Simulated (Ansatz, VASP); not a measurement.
# One calculation of KC, two programs

```xyz
2
Lattice="3.3383 0.0000 0.0000 -1.6692 2.8911 0.0000 0.0000 0.0000 5.2208" Properties=species:S:1:pos:R:3 pbc="T T T"
K     0.0000    0.0000    2.6104
C     0.0000    0.0000    0.0000
```

Alike in both runs: functional PBE; k mesh 7 × 7 × 4; occupations gaussian, width 0.2 eV; no spin polarisation.

Ansatz relaxed the structure, and its values are those at the end. VASP's run is a single point on that final structure, the one shown.

```csv
,VASP,Ansatz
version,VASP 6.6.1,Ansatz 0.2.0
potentials or method,"VASP PAW PBE potentials, release 64 (K_sv, C), cutoff 600 eV","scalar-relativistic, plane waves, PAW"
valence electrons in the cell,13,13
```

Ansatz gave:

| Quantity | Value |
| --- | --- |
| gap on the k mesh at the Fermi level (eV) | none |
| pressure (GPa) | -0.2 |

**Question.** Which values does VASP return?

**Answer.** gap on the k mesh at the Fermi level (eV): none; pressure (GPa): -0.1.

A gap of «none» marks a metal or a gap that the smearing closes.
